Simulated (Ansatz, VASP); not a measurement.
## One calculation of Cd, two programs

```xyz
4
Lattice="3.0295 0.0000 0.0000 -1.5147 2.6236 0.0000 0.0000 0.0000 11.5743" Properties=species:S:1:pos:R:3 pbc="T T T"
Cd    0.0000    0.0000    0.0000
Cd    0.0000    1.7491    2.8936
Cd    0.0000    0.0000    5.7872
Cd    1.5147    0.8745    8.6808
```

Alike in both runs: functional PBE; k mesh 18 × 18 × 4; occupations gaussian, width 0.1 eV; no spin polarisation.

Ansatz relaxed the structure, and its values are those at the end. VASP's run is a single point on that final structure, the one shown.

|  | VASP | Ansatz |
| --- | --- | --- |
| version | VASP 6.6.1 | Ansatz 0.2.0 |
| potentials or method | VASP PAW PBE potentials, release 64 (Cd), cutoff 520 eV | scalar-relativistic, plane waves, PAW |
| valence electrons in the cell | 48 | 80 |

```csv
,VASP,Ansatz,Ansatz less VASP
gap on the k mesh at the Fermi level (eV),none,none,-
pressure (GPa),0.3,0.0,-0.28
```

A gap of «none» marks a metal or a gap that the smearing closes. With one functional, cell and mesh, what is left measures potentials, basis and numerics. VASP's potentials hold 48 valence electrons a cell and Ansatz's 80, so a difference there can come from the potentials and not from the codes.
